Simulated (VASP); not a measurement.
Runs of VASP 6.6.1 on AlN. The structure is that of space group P6_3mc (No. 186), or close to it. The cells are those of the table. 

| task | cell | k mesh | cutoff (eV) | smearing | gap on the mesh (eV) | pressure (GPa) |
| --- | --- | --- | --- | --- | --- | --- |
| single point | a = 3.089, b = 3.089, c = 4.943 Å, angles 90.0, 90.0, 120.0°, 4 atoms | 12 × 12 × 6 | 520 | fermi-dirac 0.1 eV | 4.42 | 0.6 |
| relaxation of cell and atoms | relaxed to -2 GPa from a = 3.089, b = 3.089, c = 4.943 Å, angles 90.0, 90.0, 120.0°, 4 atoms | 8 × 8 × 4 | 600 | gaussian 0.01 eV | 4.32 | -2.0 |
| relaxation of cell and atoms | relaxed to 10 GPa from a = 3.089, b = 3.089, c = 4.943 Å, angles 90.0, 90.0, 120.0°, 4 atoms | 8 × 8 × 4 | 600 | gaussian 0.01 eV | 4.77 | 10.0 |
| single point | a = 3.030, b = 3.030, c = 4.823 Å, angles 90.0, 90.0, 120.0°, 4 atoms | 8 × 8 × 4 | 520 | gaussian 0.01 eV | (b) | 15.9 |
| single point | a = 3.089, b = 3.089, c = 4.943 Å, angles 90.0, 90.0, 120.0°, 4 atoms | 8 × 8 × 4 | 520 | gaussian 0.01 eV | 4.42 | 0.6 |
| single point | a = 3.080, b = 3.080, c = 4.926 Å, angles 90.0, 90.0, 120.0°, 4 atoms | 8 × 8 × 4 | 520 | gaussian 0.01 eV | 4.50 | (a) |
| relaxation of cell and atoms | relaxed to 4 GPa from a = 3.089, b = 3.089, c = 4.943 Å, angles 90.0, 90.0, 120.0°, 4 atoms | 8 × 8 × 4 | 600 | gaussian 0.01 eV | 4.56 | 4.0 |

Alike in all rows: level LDA; potentials or basis VASP PAW LDA potentials, release 64 (Al, N); no spin polarisation.

**Question.** Estimate the missing entries.

**Answer.** (a) 2.7; (b) 4.96.

Caveats: the cell is relaxed towards a set pressure, so the enthalpy falls and the energy may rise (some runs).

A k mesh can miss the band edges.
